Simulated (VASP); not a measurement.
# LuGe3O (Pm-3m) in VASP: single point with PBE

Aim: the single point of LuGe3O with PBE.

Everything below comes from runs of VASP 6.6.1. Logs are shortened: lines on timing, memory, paths and dates and some standing lists are left out, and cuts for length are marked.

## Step 1: The cell of the first run

It takes space group Pm-3m (No. 221, cubic). Conventional cell: a = 4.444 Å, b = 4.444 Å, c = 4.444 Å, α = 90.00°, β = 90.00°, γ = 90.00°. Lu (site symmetry m-3m) has 12 Ge at 3.14 Å and 8 O at 3.85 Å within 4.1 Å. Within 2.9 Å of Ge (site symmetry 4/mmm) lie 2 O at 2.22 Å. O (site symmetry m-3m) has 6 Ge at 2.22 Å within 2.9 Å.

## Step 2: Single point, PBE

Input file INCAR:

```
PREC = Accurate ; ENCUT = 600
EDIFF = 1E-6 ; ISMEAR = 0
SIGMA = 0.1 ; LREAL = F
LASPH = T ; NELM = 120
ALGO = Normal ; ISIF = 2
LWAVE = F ; LCHARG = F
GGA = PE ; NBANDS = 44
GGA_COMPAT = F
```

Input file KPOINTS:

```
Automatic mesh
0
Gamma
  8 8 8
  0.5 0.5 0.5
```

Input file POSCAR:

```
LuGe3O
1.0
    4.4437078526      0.0000000000      0.0000000000
    0.0000000000      4.4437078526      0.0000000000
    0.0000000000      0.0000000000      4.4437078526
Lu Ge O
1 3 1
Direct
    0.0000000000      0.0000000000      0.0000000000
    0.0000000000      0.5000000000      0.5000000000
    0.5000000000      0.0000000000      0.5000000000
    0.5000000000      0.5000000000      0.0000000000
    0.5000000000      0.5000000000      0.5000000000
```

Potentials or basis: VASP PAW PBE potentials, release 64 (Lu, Ge_d, O).

Launch:

```
$ cat potpaw_PBE.64/Lu/POTCAR potpaw_PBE.64/Ge_d/POTCAR potpaw_PBE.64/O/POTCAR > POTCAR
$ mpirun -np 1 vasp_std > vasp.out
```

OUTCAR:

```text
PREC = Accurate
   ENCUT = 600
   EDIFF = 1E-6
   ISMEAR = 0
   LREAL = F
   LASPH = T
   NELM = 120
   ISIF = 2
   GGA = PE

 ion  position               nearest neighbor table
   1  0.000  0.000  0.000-   2 3.14   3 3.14   4 3.14   2 3.14   3 3.14   2 3.14   4 3.14   2 3.14
                             3 3.14   4 3.14   3 3.14   4 3.14
   2  0.000  0.500  0.500-   5 2.22   5 2.22   1 3.14   1 3.14   1 3.14   1 3.14
   3  0.500  0.000  0.500-   5 2.22   5 2.22   1 3.14   1 3.14   1 3.14   1 3.14
   4  0.500  0.500  0.000-   5 2.22   5 2.22   1 3.14   1 3.14   1 3.14   1 3.14
   5  0.500  0.500  0.500-   2 2.22   3 2.22   4 2.22   4 2.22   3 2.22   2 2.22

  LATTYP: Found a simple cubic cell.
 ALAT       =     4.4437078526

  Lattice vectors:

 A1 = (   4.4437078526,   0.0000000000,   0.0000000000)
 A2 = (   0.0000000000,   4.4437078526,   0.0000000000)
 A3 = (   0.0000000000,   0.0000000000,   4.4437078526)

Analysis of symmetry for initial positions (statically):
=====================================================================
 Subroutine PRICEL returns:
 Original cell was already a primitive cell.

 Routine SETGRP: Setting up the symmetry group for a
 simple cubic supercell.

 Subroutine GETGRP returns: Found 48 space group operations
 (whereof 48 operations were pure point group operations)
 out of a pool of 48 trial point group operations.

The static configuration has the point symmetry O_h .

Analysis of symmetry for dynamics (positions and initial velocities):
=====================================================================
 Subroutine PRICEL returns:
 Original cell was already a primitive cell.

 Routine SETGRP: Setting up the symmetry group for a
 simple cubic supercell.

 Subroutine GETGRP returns: Found 48 space group operations
 (whereof 48 operations were pure point group operations)
 out of a pool of 48 trial point group operations.

The dynamic configuration has the point symmetry O_h .

 Subroutine INISYM returns: Found 48 space group operations
 (whereof 48 operations are pure point group operations),
 and found     1 'primitive' translations

----------------------------------------------------------------------------------------

                                     Primitive cell

  volume of cell :      87.7479

[... 88 lines left out ...]
   NELM   =    120;   NELMIN=  2; NELMDL= -5     # of ELM steps
   EDIFF  = 0.1E-05   stopping-criterion for ELM
   LREAL  =      F    real-space projection
   EDIFFG = 0.1E-04   stopping-criterion for IOM
   NSW    =      0    number of steps for IOM
   IBRION =     -1    ionic relax: 0-MD 1-quasi-New 2-CG
   NFREE  =      0    steps in history (QN), initial steepest desc. (CG)
   ISIF   =      2    stress and relaxation
   ISYM   =      2    0-nonsym 1-usesym 2-fastsym
   POTIM  = 0.5000    time-step for ionic-motion
   TEBEG  =    0.0;   TEEND  =   0.0 temperature during run
   PSTRESS=    0.0 pullay stress
   NELECT =      73.0000    total number of electrons
   NUPDOWN=      -1.0000    fix difference up-down
   EMIN   =  10.00;   EMAX   =-10.00  energy-range for DOS
   EFERMI =   0.00;   METHOD = LEGACY
   ISMEAR =     0;   SIGMA  =   0.10  broadening in eV -4-tet -1-fermi 0-gaus
   EFERMI_NEDOS =   21; number of points for ismear=-14 and -15
   IALGO  =     38    algorithm
   IMIX   =      4    mixing-type and parameters
     AMIX     =   0.40;   BMIX     =  1.00
     AMIX_MAG =   1.60;   BMIX_MAG =  1.00
  volume/ion in A,a.u.               =      17.55       118.43
  Fermi-wavevector in a.u.,A,eV,Ry     =   1.539703  2.909617 32.255131  2.370685
  Thomas-Fermi vector in A             =   2.645894
   LORBIT       =      0    0 simple, 1 ext, 2 COOP (PROOUT), +10 PAW based schemes
   GGA     = PE    functional components
   LHFCALC =     F    Hartree Fock is set to
   AEXX    =    0.0000 exact exchange contribution
   IVDW    =     0    specifies the selected vdW correction
   LEPSILON=     F    determine dielectric tensor
   LRPA    =     F    only Hartree local field effects (RPA)
 non-spin polarized calculation
 Gauss-broadening in eV      SIGMA  =   0.10
  energy-cutoff  :      600.00
  volume of cell :       87.75
 maximum number of plane-waves:      2948
 NGX is ok and might be reduce to    36
   NGX = 17   NGY = 17   NGZ = 17

 number of electron      72.9999979 magnetization

 Free energy of the ion-electron system (eV)
  ---------------------------------------------------
  ext. energy  EPLUGINS =         0.00000000
  ---------------------------------------------------
  free energy    TOTEN  =       -24.89378561 eV

  energy without entropy =      -24.87959382  energy(sigma->0) =      -24.88668972

 E-fermi :   5.6567     XC(G=0): -11.4227

 val. band max:        5.6540103251   @ k =   0.4375   0.0625   0.0625
 cond. band min:       5.6926756280   @ k =   0.4375   0.1875   0.0625
 fundamental gap:      0.0386653029
 Fermi energy:         5.6567293174

 k-point     1 :       0.0625    0.0625    0.0625
  band No.  band energies     occupation
      1     -50.7371      2.00000
      2     -21.3990      2.00000
      3     -21.3983      2.00000
      4     -21.3983      2.00000
      5     -19.1424      2.00000
      6     -19.0089      2.00000
[... 929 lines left out ...]
     43      10.2511      0.00000
     44      10.9165      0.00000

------------------------ aborting loop because EDIFF is reached ----------------------------------------

  FORCE on cell =-STRESS in cart. coord.  units (eV):
  Direction    XX          YY          ZZ          XY          YZ          ZX
  --------------------------------------------------------------------------------------
  -------------------------------------------------------------------------------------
  Total       -0.0272245     -0.0272245     -0.0272245      0.0000000     -0.0000000      0.0000000
  in kB       -0.4970890     -0.4970890     -0.4970890      0.0000000     -0.0000000      0.0000000
  external PRESSURE =      -0.4970890 kB  Pullay stress =       0.0000000 kB

 VOLUME and BASIS-vectors are now :
 -----------------------------------------------------------------------------
  energy-cutoff  :      600.00
  volume of cell :       87.75
      direct lattice vectors                 reciprocal lattice vectors
     4.443707853  0.000000000  0.000000000     0.225037296  0.000000000  0.000000000
     0.000000000  4.443707853  0.000000000     0.000000000  0.225037296  0.000000000
     0.000000000  0.000000000  4.443707853     0.000000000  0.000000000  0.225037296

 POSITION                                       TOTAL-FORCE (eV/Angst)
 -----------------------------------------------------------------------------------
      0.00000      0.00000      0.00000         0.000000      0.000000      0.000000
      0.00000      2.22185      2.22185         0.000000      0.000000      0.000000
      2.22185      0.00000      2.22185         0.000000      0.000000      0.000000
      2.22185      2.22185      0.00000         0.000000      0.000000      0.000000
      2.22185      2.22185      2.22185         0.000000      0.000000      0.000000
 -----------------------------------------------------------------------------------
    total drift:                                0.000000      0.000000      0.000000

  FREE ENERGIE OF THE ION-ELECTRON SYSTEM (eV)
  ---------------------------------------------------
  free  energy   TOTEN  =       -24.8937856143 eV

  energy  without entropy=      -24.8795938194  energy(sigma->0) =      -24.88668972
```

Run time: 3.6 min. Hardware: 1 thread of Intel Xeon 8259CL, shared host; peak memory 0.23 GiB.

What came out:

```yaml
Free_energy: -24.8938 eV
Pressure: 0.0 GPa
Band_gap_on_the_k_mesh: zero (an odd number of electrons rules out a gap without spin polarisation)
```

Caveat: spin-orbit coupling is left out, which moves the levels of the heavy elements; an odd number of electrons without spin polarisation forces a metal; a magnetic or distorted state may lie lower.

The gap in the log of VASP goes by the Fermi energy; the results here count the filled bands.